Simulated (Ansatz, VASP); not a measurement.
BaF2: VASP beside Ansatz

```xyz
3
Lattice="0.0000 3.1348 3.1348 3.1348 0.0000 3.1348 3.1348 3.1348 0.0000" Properties=species:S:1:pos:R:3 pbc="T T T"
Ba    0.0000    0.0000    0.0000
F     1.5674    1.5674    1.5674
F     4.7022    4.7022    4.7022
```

Alike in both runs: task single point; functional r2SCAN; k mesh 7 × 7 × 7; occupations gaussian, width 0.0108 eV; no spin polarisation.

|  | VASP | Ansatz |
| --- | --- | --- |
| version | VASP 6.6.1 | Ansatz 0.2.0 |
| potentials or method | VASP PAW PBE potentials, release 64 (Ba_sv, F), cutoff 660 eV | PAW plane waves |
| valence electrons in the cell | 24 | 24 |

Ansatz gave:

* gap on the k mesh at the Fermi level (eV): 7.28
* pressure (GPa): -2.0

Q: Which values does VASP return?

A: gap on the k mesh at the Fermi level (eV): 7.21; pressure (GPa): -1.3.

VASP's potentials were made for PBE, not for r2SCAN.

Spin-orbit coupling is off throughout.
